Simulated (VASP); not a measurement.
Runs of VASP 6.6.1 on OsCl3. The structure is that of space group Pm-3m (No. 221), or close to it. The cells are those of the table. 

| cell | gap on the mesh (eV) | pressure (GPa) | moment (μB) |
| --- | --- | --- | --- |
| a = 4.787 Å, 4 atoms | none | 2.5 | 3.08 |
| a = 4.819 Å, 4 atoms | none | 1.1 | 3.08 |
| a = 4.824 Å, 4 atoms | none | (b) | 3.08 |
| a = 4.929 Å, 4 atoms | none | -1.5 | (a) |

Alike in all rows: task single point; level PBE+U; potentials or basis VASP PAW PBE potentials, release 64 (Os, Cl); spin collinear; Os d U = 2.0 eV; k mesh 6 × 6 × 6; cutoff (eV) 520; smearing gaussian 0.05 eV.

**Question.** Fill in the values left out.

**Answer.** (a) 3.50; (b) 0.9.

Caveats: spin-orbit coupling is left out, which moves the levels of the heavy elements.

A k mesh can miss the band edges, and the runs leave out spin-orbit coupling on Os.

A gap of «none» marks levels without a gap at the run's occupations.
